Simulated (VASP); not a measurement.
# Ge4F in VASP: single point with PBE+D3(BJ)

Aim: the single point of Ge4F with PBE+D3(BJ).

All numbers are computed with VASP 6.6.1; they aren't measurements. Logs are shortened: lines on timing, memory, paths and dates and some standing lists are left out, and cuts for length are marked.

## 1. The cell of the first run

The cell holds a slab with vacuum, 5 atoms: a = 4.030 Å, b = 4.030 Å, c = 21.742 Å, α = 90.00°, β = 90.00°, γ = 90.00°.

## 2. Single point, PBE+D3(BJ)

The input, INCAR:

```
SYSTEM = Ge4F
  PREC = Accurate
  ENCUT = 520
  EDIFF = 1E-7
  ISMEAR = 0
  SIGMA = 0.1
  LREAL = .FALSE.
  LASPH = .TRUE.
  NELM = 100
  ALGO = Normal
  ISIF = 2
  LWAVE = .FALSE.
  LCHARG = .FALSE.
  LDIPOL = .TRUE.
  IDIPOL = 3
  DIPOL = 0.5 0.5 0.330
  GGA = PE
  IVDW = 12
  NBANDS = 40
```

The input, KPOINTS:

```
Automatic mesh
0
G
  7 7 1
  0 0 0
```

The input, POSCAR:

```
Ge4F
1.0
    4.0303587917      0.0000000000      0.0000000000
    0.0000000000      4.0303587917      0.0000000000
    0.0000000000      0.0000000000     21.7416627734
Ge F
4 1
Direct
    0.0000000000      0.5000000000      0.1839785688
    0.0000000000      0.0000000000      0.2495184969
    0.5000000000      0.0000000000      0.3181867399
    0.5000000000      0.5000000000      0.3836717946
    1.0000000000      0.5000000000      0.5124567927
```

Potentials or basis: VASP PAW PBE potentials, release 64 (Ge_d, F).

Command:

```bash
$ cat potpaw_PBE.64/Ge_d/POTCAR potpaw_PBE.64/F/POTCAR > POTCAR
$ mpirun -np 1 vasp_std > vasp.out
```

OUTCAR:

```text
SYSTEM = Ge4F
   PREC = Accurate
   ENCUT = 520
   EDIFF = 1E-7
   ISMEAR = 0
   LREAL = .FALSE.
   LASPH = .TRUE.
   NELM = 100
   ISIF = 2
   GGA = PE
   IVDW = 12
 IVDW          = 12

 ion  position               nearest neighbor table
   1  0.000  0.500  0.184-   2 2.47   2 2.47
   2  0.000  0.000  0.250-   1 2.47   1 2.47   3 2.51   3 2.51
   3  0.500  0.000  0.318-   4 2.47   4 2.47   2 2.51   2 2.51
   4  0.500  0.500  0.384-   3 2.47   3 2.47
   5  0.000  0.500  0.512-

  LATTYP: Found a simple tetragonal cell.
 ALAT       =     4.0303587917
 C/A-ratio  =     5.3944732708

  Lattice vectors:

 A1 = (   4.0303587917,   0.0000000000,   0.0000000000)
 A2 = (   0.0000000000,   4.0303587917,   0.0000000000)
 A3 = (   0.0000000000,   0.0000000000,  21.7416627734)

Analysis of symmetry for initial positions (statically):
=====================================================================
 Subroutine PRICEL returns:
 Original cell was already a primitive cell.

 Routine SETGRP: Setting up the symmetry group for a
 simple tetragonal supercell.

 Subroutine GETGRP returns: Found  4 space group operations
 (whereof  4 operations were pure point group operations)
 out of a pool of 16 trial point group operations.

The static configuration has the point symmetry C_2v.

Analysis of symmetry for dynamics (positions and initial velocities):
=====================================================================
 Subroutine PRICEL returns:
 Original cell was already a primitive cell.

 Routine SETGRP: Setting up the symmetry group for a
 simple tetragonal supercell.

 Subroutine GETGRP returns: Found  4 space group operations
 (whereof  4 operations were pure point group operations)
 out of a pool of 16 trial point group operations.

The dynamic configuration has the point symmetry C_2v.

 Subroutine INISYM returns: Found  4 space group operations
 (whereof  4 operations are pure point group operations),
 and found     1 'primitive' translations

----------------------------------------------------------------------------------------

                                     Primitive cell

  volume of cell :     353.1670

  direct lattice vectors                    reciprocal lattice vectors
     4.030358792  0.000000000  0.000000000     0.248116868  0.000000000  0.000000000
     0.000000000  4.030358792  0.000000000     0.000000000  0.248116868  0.000000000
[... 88 lines left out ...]
   ISIF   =      2    stress and relaxation
   ISYM   =      2    0-nonsym 1-usesym 2-fastsym
   POTIM  = 0.5000    time-step for ionic-motion
   TEBEG  =    0.0;   TEEND  =   0.0 temperature during run
   PSTRESS=    0.0 pullay stress
   NELECT =      63.0000    total number of electrons
   NUPDOWN=      -1.0000    fix difference up-down
   EMIN   =  10.00;   EMAX   =-10.00  energy-range for DOS
   EFERMI =   0.00;   METHOD = LEGACY
   ISMEAR =     0;   SIGMA  =   0.10  broadening in eV -4-tet -1-fermi 0-gaus
   EFERMI_NEDOS =   21; number of points for ismear=-14 and -15
   IALGO  =     38    algorithm
   IMIX   =      4    mixing-type and parameters
     AMIX     =   0.40;   BMIX     =  1.00
     AMIX_MAG =   1.60;   BMIX_MAG =  1.00
  volume/ion in A,a.u.               =      70.63       476.66
  Fermi-wavevector in a.u.,A,eV,Ry     =   0.921570  1.741515 11.555307  0.849291
  Thomas-Fermi vector in A             =   2.047001
   LORBIT       =      0    0 simple, 1 ext, 2 COOP (PROOUT), +10 PAW based schemes
   GGA     = PE    functional components
   LHFCALC =     F    Hartree Fock is set to
   AEXX    =    0.0000 exact exchange contribution
   IVDW    =    12    specifies the selected vdW correction
   LEPSILON=     F    determine dielectric tensor
   LRPA    =     F    only Hartree local field effects (RPA)
 non-spin polarized calculation
 Gauss-broadening in eV      SIGMA  =   0.10
  energy-cutoff  :      520.00
  volume of cell :      353.17
 maximum number of plane-waves:      9593
 NGX is ok and might be reduce to    30
   NGX = 15   NGY = 15   NGZ = 81

 number of electron      62.9999896 magnetization

 dipolmoment           0.000000      0.000000      0.483406 electrons x Angstroem

 Free energy of the ion-electron system (eV)
  ---------------------------------------------------
  ext. energy  EPLUGINS =         0.00000000
  ---------------------------------------------------
  free energy    TOTEN  =       -16.98039356 eV

  energy without entropy =      -16.94520231  energy(sigma->0) =      -16.96279793

 E-fermi :  -4.1777     XC(G=0):  -3.8320

 val. band max:       -4.2123624740   @ k =   0.0000   0.2857   0.0000
 cond. band min:      -4.1212198966   @ k =   0.4286   0.2857   0.0000
 fundamental gap:      0.0911425774
 Fermi energy:        -4.1776964593

 k-point     1 :       0.0000    0.0000    0.0000
  band No.  band energies     occupation
      1     -28.9767      2.00000
      2     -28.9470      2.00000
      3     -28.8864      2.00000
      4     -28.8705      2.00000
      5     -28.8175      2.00000
      6     -28.5559      2.00000
[... 677 lines left out ...]
     39       2.1951      0.00000
     40       2.7626      0.00000

------------------------ aborting loop because EDIFF is reached ----------------------------------------

 vacuum level on the upper side and lower side of the slab       (xc-potential included)         2.619        -2.633

 Edisp (eV)   -0.89184

 E8    (eV) :    -0.4116

  FORCE on cell =-STRESS in cart. coord.  units (eV):
  Direction    XX          YY          ZZ          XY          YZ          ZX
  --------------------------------------------------------------------------------------
  -------------------------------------------------------------------------------------
  Total      -2.69154     0.75733    -3.55381     0.00000     0.00000     0.00000
  in kB     -12.21046     3.43572   -16.12219     0.00000     0.00000     0.00000
  external pressure =       -8.30 kB  Pullay stress =        0.00 kB

 VOLUME and BASIS-vectors are now :
 -----------------------------------------------------------------------------
  energy-cutoff  :      520.00
  volume of cell :      353.17
      direct lattice vectors                 reciprocal lattice vectors
     4.030358792  0.000000000  0.000000000     0.248116868  0.000000000  0.000000000
     0.000000000  4.030358792  0.000000000     0.000000000  0.248116868  0.000000000
     0.000000000  0.000000000 21.741662773     0.000000000  0.000000000  0.045994642

 POSITION                                       TOTAL-FORCE (eV/Angst)
 -----------------------------------------------------------------------------------
      0.00000      2.01518      4.00000         0.000000      0.000000     -0.131920
      0.00000      0.00000      5.42495         0.000000      0.000000      0.155769
      2.01518      0.00000      6.91791         0.000000      0.000000      0.029447
      2.01518      2.01518      8.34166         0.000000      0.000000      1.230828
      0.00000      2.01518     11.14166         0.000000      0.000000     -1.284123
 -----------------------------------------------------------------------------------
    total drift:                                0.000000      0.000000     -0.000855

  FREE ENERGIE OF THE ION-ELECTRON SYSTEM (eV)
  ---------------------------------------------------
  free  energy   TOTEN  =       -17.8722321106 eV

  energy  without entropy=      -17.8370408667  energy(sigma->0) =      -17.85463649

 vacuum level on the upper side and lower side of the slab         6.060         0.676
```

stdout:

```text
POSCAR found type information on POSCAR GeF
 POSCAR found :  2 types and       5 ions
 scaLAPACK will be used
 LDA part: xc-table for (Slater+PW92), standard interpolation
 POSCAR, INCAR and KPOINTS ok, starting setup
 FFT: planning ... GRIDC
 FFT: planning ... GRID_SOFT
 FFT: planning ... GRID
 WAVECAR not read
 entering main loop
```

Run time: 14 min. Hardware: 1 thread of Intel Xeon 8259CL, shared host; peak memory 0.49 GiB.

Results:

| Property | Result |
| --- | --- |
| Free energy | -17.8722 eV |
| Largest force | 1.284 eV/Å |
| Band gap on the k mesh | zero (an odd number of electrons rules out a gap without spin polarisation) |
| Dispersion energy per atom | -0.178 eV |

Forces on the atoms (eV/Å):
```
Ge   0.000  0.000 -0.132
Ge   0.000  0.000  0.156
Ge   0.000  0.000  0.029
Ge   0.000  0.000  1.231
F    0.000  0.000 -1.284
```

Caveat: an odd number of electrons without spin polarisation forces a metal; a magnetic or distorted state may lie lower.
